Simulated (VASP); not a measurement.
Write the native input for VASP 6.6.1 that does the following.

| Property | Result |
| --- | --- |
| Task | single point |
| Functional | PBE |
| Potentials or basis | VASP PAW PBE potentials, release 64 (Au) |
| Cutoff | 520 eV |
| k mesh | 6 × 6 × 4 |
| Occupations | gaussian, width 0.1 eV |
| Spin | no spin polarisation |
| Dipole correction | no |
| Further INCAR settings | ALGO = Fast; EDIFF = 1e-07; NBANDS = 18 |

The structure of Au lies in POSCAR:

```
Au
1.0
    2.6202199713      0.0000000000      0.0000000000
   -1.3101099857      2.2691770587      0.0000000000
    0.0000000000      0.0000000000      4.2787857656
Au
2
Direct
    0.3333333333      0.6666666667      0.2500000000
    0.6666666667      0.3333333333      0.7500000000
```

This isn't the form of Au at room conditions, which is fcc.

These files were run (other wordings do the same):

INCAR

```
SYSTEM = Au
ALGO     = Fast           ! electronic algorithm
EDIFF    = 1E-7           ! SCF threshold, eV
ENCUT    = 520            ! plane-wave cutoff, eV
GGA      = PE             ! functional
ISIF     = 2              ! what is computed and relaxed
ISMEAR   = 0              ! smearing method
LASPH    = .True.         ! aspherical terms in the spheres
LCHARG   = .False.        ! write CHGCAR
LREAL    = .False.        ! projectors in reciprocal space
LWAVE    = .False.        ! write WAVECAR
NBANDS   = 18             ! bands
NELM     = 100            ! most SCF steps
PREC     = Accurate       ! precision mode
SIGMA    = 0.1            ! smearing width, eV
```

KPOINTS

```
k-points
0
Gamma
  6 6 4
  0 0 0
```

Potentials or basis: VASP PAW PBE potentials, release 64 (Au).

Launch:

```bash
$ cat potpaw_PBE.64/Au/POTCAR > POTCAR
$ mpirun -np 1 vasp_std > vasp.out
```

It gave:

```
Pressure               : 130.0 GPa
Band gap on the k mesh : zero (bands 11 and 12 overlap by 8.82 eV)
```

Caveat: the k points lie up to 0.46 Å⁻¹ apart, too coarse for converged energies and pressures of a metal; spin-orbit coupling is left out, which moves the levels of the heavy elements.

Run time: 27 s on 1 thread of Intel Xeon 8259CL, with other jobs on the host, peak memory 0.14 GiB.
